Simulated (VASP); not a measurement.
# Si16O (a cell with a defect) in VASP: single point with LDA

Aim: the single point of Si16O (a cell with a defect) with LDA.

Program: VASP 6.6.1. These are calculated values, not measurements. Logs are shortened: lines on timing, memory, paths and dates and some standing lists are left out, and cuts for length are marked.

## 1. The cell of the first run

The cell holds a defect, 17 atoms: a = 7.679 Å, b = 7.679 Å, c = 7.679 Å, α = 60.00°, β = 60.00°, γ = 60.00°.

## 2. Single point, LDA, collinear spin, ferromagnetic start

INCAR reads:

```
SYSTEM = Si16O
ALGO = Normal ; EDIFF = 1E-6
ENCUT = 520 ; GGA = CA
ISIF = 2 ; ISMEAR = -1
ISPIN = 2 ; LASPH = .TRUE.
LCHARG = .FALSE. ; LORBIT = 11
LREAL = Auto ; LWAVE = .FALSE.
MAGMOM = 0 0 0 0 0 0 0 0 0 0 0 0 0 0 0 0 1 ; NBANDS = 53
NELM = 150 ; PREC = Accurate
SIGMA = 0.02
```

KPOINTS reads:

```
k-points
0
G
  2 2 2
  0 0 0
```

POSCAR reads:

```
Si16O
1.0
    0.0000000000      5.4300000000      5.4300000000
    5.4300000000      0.0000000000      5.4300000000
    5.4300000000      5.4300000000      0.0000000000
Si O
16 1
Direct
   -0.0626611418      0.0386464088      0.0116114180
    0.1573664825      0.0900552486      0.1337016575
   -0.0169429098     -0.0030939227      0.4970718232
    0.1215009208      0.0882780847      0.6518692449
    0.0414548803      0.4560405157      0.0201104972
    0.1082780847      0.6512799263      0.1304327808
    0.0400736648      0.4702762431      0.5069429098
    0.1293554328      0.5906998158      0.6543093923
    0.5125046041     -0.0157458564      0.0110128913
    0.5535451197      0.1564732965      0.1562154696
    0.4658931860      0.0099631676      0.5229097606
    0.5893922652      0.1437200737      0.6356537753
    0.5169797422      0.5239963168     -0.0093370166
    0.6499355433      0.6185543278      0.1163075506
    0.5031399632      0.5291068140      0.5107090239
    0.6755893186      0.6093830571      0.6119060773
    0.2270534070      0.7944935543      0.1266666667
```

Potentials or basis: VASP PAW LDA potentials, release 64 (Si, O).

On the command line:

```bash
$ cat potpaw_LDA.64/Si/POTCAR potpaw_LDA.64/O/POTCAR > POTCAR
$ mpirun -np 1 vasp_std > vasp.out
```

OUTCAR:

```text
SYSTEM = Si16O
   EDIFF = 1E-6
   ENCUT = 520
   GGA = CA
   ISIF = 2
   ISMEAR = -1
   ISPIN = 2
   LASPH = .TRUE.
   LORBIT = 11
   LREAL = Auto
   NELM = 150
   PREC = Accurate

 ion  position               nearest neighbor table
   1  0.937  0.039  0.012-   4 2.31  17 2.32  10 2.41   6 2.45   2 2.55
   2  0.157  0.090  0.134-  17 2.08   9 2.23   5 2.30   3 2.31   1 2.55
   3  0.983  0.997  0.497-   2 2.31   4 2.42  12 2.47   8 2.56
   4  0.122  0.088  0.652-  11 2.17   1 2.31   7 2.41   3 2.42
   5  0.041  0.456  0.020-   2 2.30   8 2.30   6 2.39  14 2.47
   6  0.108  0.651  0.130-  17 1.73   5 2.39   7 2.40   1 2.45  13 2.56
   7  0.040  0.470  0.507-   8 2.25  16 2.29   6 2.40   4 2.41
   8  0.129  0.591  0.654-   7 2.25   5 2.30  15 2.38   3 2.56
   9  0.513  0.984  0.011-   2 2.23  14 2.30  10 2.31  12 2.38
  10  0.554  0.156  0.156-   9 2.31  11 2.31  13 2.37   1 2.41
  11  0.466  0.010  0.523-   4 2.17  10 2.31  12 2.32  16 2.56
  12  0.589  0.144  0.636-  11 2.32   9 2.38  15 2.44   3 2.47
  13  0.517  0.524  0.991-  14 2.22  17 2.36  10 2.37  16 2.39   6 2.56
  14  0.650  0.619  0.116-  13 2.22   9 2.30   5 2.47  15 2.49
  15  0.503  0.529  0.511-  16 2.25   8 2.38  12 2.44  14 2.49
  16  0.676  0.609  0.612-  15 2.25   7 2.29  13 2.39  11 2.56
  17  0.227  0.794  0.127-   6 1.73   2 2.08   1 2.32  13 2.36

  LATTYP: Found a face centered cubic cell.
 ALAT       =    10.8600000000

  Lattice vectors:

 A1 = (   0.0000000000,   5.4300000000,   5.4300000000)
 A2 = (   5.4300000000,   0.0000000000,   5.4300000000)
 A3 = (   5.4300000000,   5.4300000000,   0.0000000000)

Analysis of symmetry for initial positions (statically):
=====================================================================
 Subroutine PRICEL returns:
 Original cell was already a primitive cell.

 Routine SETGRP: Setting up the symmetry group for a
 face centered cubic supercell.

 Subroutine GETGRP returns: Found  1 space group operations
 (whereof  1 operations were pure point group operations)
 out of a pool of 48 trial point group operations.

The static configuration has the point symmetry C_1 .

Analysis of symmetry for dynamics (positions and initial velocities):
=====================================================================
 Subroutine PRICEL returns:
 Original cell was already a primitive cell.

 Routine SETGRP: Setting up the symmetry group for a
 face centered cubic supercell.

 Subroutine GETGRP returns: Found  1 space group operations
 (whereof  1 operations were pure point group operations)
 out of a pool of 48 trial point group operations.

The dynamic configuration has the point symmetry C_1 .

Analysis of structural, dynamic, and magnetic symmetry:
=====================================================================
 Subroutine PRICEL returns:
 Original cell was already a primitive cell.
[... 170 lines left out ...]

 E-fermi :   6.1646     XC(G=0):  -9.7807

 val. band max:        6.0531051493   @ k =   0.0000   0.0000   0.0000
 cond. band min:       6.2764427618   @ k =   0.0000   0.0000   0.0000
 fundamental gap:      0.2233376125
 Fermi energy:         6.1646403439

 spin component 1

 k-point     1 :       0.0000    0.0000    0.0000
  band No.  band energies     occupation
      1     -13.6414      1.00000
      2      -5.8490      1.00000
      3      -4.3249      1.00000
      4      -3.9834      1.00000
      5      -3.7591      1.00000
      6      -3.3769      1.00000
[... 389 lines left out ...]
     46       9.9709      0.00000
     47      10.3102      0.00000
 Fermi energy:         6.1646403439

 spin component 2

 k-point     1 :       0.0000    0.0000    0.0000
  band No.  band energies     occupation
      1     -13.6414      1.00000
      2      -5.8490      1.00000
      3      -4.3249      1.00000
      4      -3.9834      1.00000
      5      -3.7591      1.00000
      6      -3.3769      1.00000
[... 389 lines left out ...]
     46       9.9709      0.00000
     47      10.3102      0.00000
 [bands above 47 left out]

------------------------ aborting loop because EDIFF is reached ----------------------------------------

  FORCE on cell =-STRESS in cart. coord.  units (eV):
  Direction    XX          YY          ZZ          XY          YZ          ZX
  --------------------------------------------------------------------------------------
  -------------------------------------------------------------------------------------
  Total       -3.1165087     -1.0786440      0.1719147      2.7575175      4.5649570     -1.8442246
  in kB      -15.5937093     -5.3970845      0.8601893     13.7974674     22.8411408     -9.2277305
  external PRESSURE =      -6.7102015 kB  Pullay stress =       0.0000000 kB

 VOLUME and BASIS-vectors are now :
 -----------------------------------------------------------------------------
  energy-cutoff  :      520.00
  volume of cell :      320.21
      direct lattice vectors                 reciprocal lattice vectors
     0.000000000  5.430000000  5.430000000    -0.092081031  0.092081031  0.092081031
     5.430000000  0.000000000  5.430000000     0.092081031 -0.092081031  0.092081031
     5.430000000  5.430000000  0.000000000     0.092081031  0.092081031 -0.092081031

 POSITION                                       TOTAL-FORCE (eV/Angst)
 -----------------------------------------------------------------------------------
      0.27290      5.15280      5.29960         0.366488      0.494530     -0.096589
      1.21500      1.58050      1.34350        -0.137346     -0.761343     -1.925736
      8.11230      8.03710     10.75120         0.495995      1.080522     -1.032358
      4.01900      4.19940      1.13910         0.980398     -2.112234     -1.181104
      2.58550      0.33430      2.70140         0.773695     -1.067648      0.157957
      4.24470      1.29620      4.12440         0.572489      0.613697     -0.421392
[... 9 lines left out ...]
      6.63160      6.99110      6.97740         2.029327     -0.428229      0.060049
      5.00190      1.92070      5.54700        -0.787242     -0.171114      0.902402
 -----------------------------------------------------------------------------------
    total drift:                               -0.005933      0.005162     -0.005790

  FREE ENERGIE OF THE ION-ELECTRON SYSTEM (eV)
  ---------------------------------------------------
  free  energy   TOTEN  =       -98.3086025599 eV

  energy  without entropy=      -98.3083519868  energy(sigma->0) =      -98.30847727

 total charge

# of ion       s       p       d       tot
------------------------------------------
    1        0.793   0.839   0.000   1.632
    2        0.758   0.917   0.000   1.675
    3        0.758   0.894   0.000   1.652
    4        0.759   0.972   0.000   1.730
    5        0.786   0.913   0.000   1.698
    6        0.748   0.877   0.000   1.624
[... 9 lines left out ...]
   16        0.759   0.934   0.000   1.693
   17        1.592   3.389   0.000   4.981
--------------------------------------------------
tot         13.810  18.177   0.000  31.987

 magnetization (x)

# of ion       s       p       d       tot
------------------------------------------
    1       -0.000   0.000   0.000  -0.000
    2       -0.000  -0.000   0.000  -0.000
    3        0.000   0.000   0.000   0.000
    4        0.000   0.000   0.000   0.000
    5        0.000   0.000   0.000   0.000
    6        0.000  -0.000   0.000   0.000
[... 9 lines left out ...]
   16        0.000   0.000   0.000   0.000
   17        0.000   0.000   0.000   0.000
--------------------------------------------------
tot          0.000   0.000   0.000   0.000
```

OSZICAR:

```text
N       E                     dE             d eps       ncg     rms          rms(c)
DAV:   1     0.182062697490E+03    0.18206E+03   -0.26896E+04  1696   0.109E+03
DAV:   2    -0.807902311915E+02   -0.26285E+03   -0.24715E+03  2042   0.175E+02
DAV:   3    -0.100824698165E+03   -0.20034E+02   -0.19644E+02  2166   0.446E+01
DAV:   4    -0.101239751385E+03   -0.41505E+00   -0.41339E+00  2160   0.763E+00
DAV:   5    -0.101248752115E+03   -0.90007E-02   -0.89952E-02  2155   0.109E+00    0.167E+01
DAV:   6    -0.987882997362E+02    0.24605E+01   -0.67577E+00  2520   0.150E+01    0.983E+00
DAV:   7    -0.984575571066E+02    0.33074E+00   -0.27410E+00  1971   0.626E+00    0.486E+00
DAV:   8    -0.983560826401E+02    0.10147E+00   -0.12075E+00  2072   0.391E+00    0.190E+00
DAV:   9    -0.983050786991E+02    0.51004E-01   -0.11761E-01  2643   0.203E+00    0.696E-01
DAV:  10    -0.983105165273E+02   -0.54378E-02   -0.10478E-01  1952   0.121E+00    0.482E-01
DAV:  11    -0.983086287370E+02    0.18878E-02   -0.65693E-03  2070   0.425E-01    0.270E-01
DAV:  12    -0.983086144782E+02    0.14259E-04   -0.58455E-03  1968   0.280E-01    0.985E-02
DAV:  13    -0.983085954461E+02    0.19032E-04   -0.41908E-04  2312   0.104E-01    0.426E-02
DAV:  14    -0.983086103077E+02   -0.14862E-04   -0.10737E-04  1984   0.349E-02    0.281E-02
DAV:  15    -0.983086018512E+02    0.84564E-05   -0.24563E-05  2264   0.242E-02    0.724E-03
DAV:  16    -0.983086025278E+02   -0.67661E-06   -0.12066E-05  1968   0.121E-02    0.308E-03
DAV:  17    -0.983086025599E+02   -0.32049E-07   -0.33279E-07  1232   0.216E-03
   1 F= -.98308603E+02 E0= -.98308477E+02  d E =-.250573E-03  mag=     0.0000
```

stdout:

```text
POSCAR found type information on POSCAR SiO
 POSCAR found :  2 types and      17 ions
 scaLAPACK will be used
 LDA part: xc-table for (Slater(with rela. corr.)+CA(PZ))
 , standard interpolation
 POSCAR, INCAR and KPOINTS ok, starting setup
 FFT: planning ... GRIDC
 FFT: planning ... GRID_SOFT
 FFT: planning ... GRID
 WAVECAR not read
 entering main loop
```

Run time: 6 min. Hardware: 1 thread of AMD EPYC 9R45 (Zen 5), shared host; peak memory 0.46 GiB.

Results:

```
Free energy                                           : -98.3086 eV
Pressure                                              : -0.7 GPa
Largest force                                         : 2.611 eV/Å
Band gap on the k mesh                                : 0.22 eV
Net moment                                            : 0.00 μB per cell
Valence electrons inside the program's atomic spheres : Si 1.63, 1.68, 1.65, 1.73, 1.70, 1.62, 1.72, 1.74, 1.67, 1.66, 1.69 (each value once); O 4.98
```

Forces on the atoms (eV/Å):
```
Si   0.366  0.495 -0.097
Si  -0.137 -0.761 -1.926
Si   0.496  1.081 -1.032
Si   0.980 -2.112 -1.181
Si   0.774 -1.068  0.158
Si   0.572  0.614 -0.421
Si  -1.142 -0.583 -0.620
Si   0.974 -0.397  1.897
Si  -0.530 -0.167  1.111
Si  -0.263  0.259  0.997
Si  -1.540  1.938  0.731
Si  -0.118  0.737  1.249
Si  -0.949 -0.701 -1.007
Si   0.944  2.181  0.240
Si  -1.670 -0.914 -1.061
Si   2.029 -0.428  0.060
O   -0.787 -0.171  0.902
```

Caveat: the k points lie up to 0.50 Å⁻¹ apart; the atoms stand as in a frame of molecular dynamics; semilocal functionals underestimate gaps, and a narrow one can read as zero.
